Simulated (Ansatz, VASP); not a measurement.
## Si4Hg in VASP and in Ansatz

The input INCAR:

```
ALGO = Normal ; EDIFF = 1E-7
EDIFFG = -0.04 ; ENCUT = 500
GGA = PE ; GGA_COMPAT = F
IBRION = 2 ; ISIF = 3
ISMEAR = 0 ; LASPH = T
LCHARG = F ; LREAL = F
LWAVE = F ; NELM = 120
NELMIN = 4 ; NSW = 90
PREC = Accurate ; SIGMA = 0.1
```

KPOINTS

```
k-points
0
Gamma
  4 4 4
```

POSCAR

```
Si4Hg
1.0
    4.5732958300      0.0000000000      0.0000000000
    0.0000000000      4.5732958300      0.0000000000
    0.0000000000      0.0000000000      4.6080840000
Si Hg
4 1
Direct
    0.0000000000      0.5000000000      0.5000000000
    0.5000000000      0.0000000000      0.5000000000
    0.5000000000      0.5000000000      0.7783747200
    0.5000000000      0.5000000000      0.2216252800
    0.0000000000      0.0000000000      0.0000000000
```

Input for Ansatz:

```yaml
crystal:
  lattice:
    - [4.57329583, 0.0, 0.0]
    - [0.0, 4.57329583, 0.0]
    - [0.0, 0.0, 4.608084]
  atoms:
    - { symbol: Si, position: [0.0, 0.5, 0.5] }
    - { symbol: Si, position: [0.5, 0.0, 0.5] }
    - { symbol: Si, position: [0.5, 0.5, 0.77837472] }
    - { symbol: Si, position: [0.5, 0.5, 0.22162528] }
    - { symbol: Hg, position: [0.0, 0.0, 0.0] }
basis:
  ecutwfc: 420
kpoints:
  mp_grid: { grid: [4, 4, 4] }
hamiltonian:
  xc: pbe
scf:
  occupations: { method: gaussian, width: 0.1 }
  lower_state_search: "off"
output:
  forces: true
  stress: true
  eigenvalues: true
relax:
  adjacent_minimum: "off"
  f_tol: 0.04
  max_steps: 70
  cell: { stress_tol: 0.4 }
```

Alike in both runs: task relaxation of cell and atoms; functional PBE; k mesh 4 × 4 × 4; occupations gaussian, width 0.1 eV; no spin polarisation.

|  | VASP | Ansatz |
| --- | --- | --- |
| version | VASP 6.6.1 | Ansatz 0.2.0 |
| potentials or method | VASP PAW PBE potentials, release 64 (Si, Hg), cutoff 500 eV | scalar-relativistic, plane waves, PAW |
| valence electrons in the cell | 28 | 36 |

|  | VASP | Ansatz | Ansatz less VASP |
| --- | --- | --- | --- |
| gap on the k mesh at the Fermi level, each at its own relaxed structure (eV) | none | none | - |
| relaxed volume (Å³/atom) | 17.88 | 17.82 | -0.064 |
| relaxed cell length with the largest relative difference (Å) | 3.870 | 3.859 | -0.0103 |

A gap of «none» marks a metal or a gap that the smearing closes. VASP's potentials hold 28 valence electrons a cell and Ansatz's 36, so a difference there can come from the potentials and not from the codes.

Neither program's run includes spin-orbit coupling.
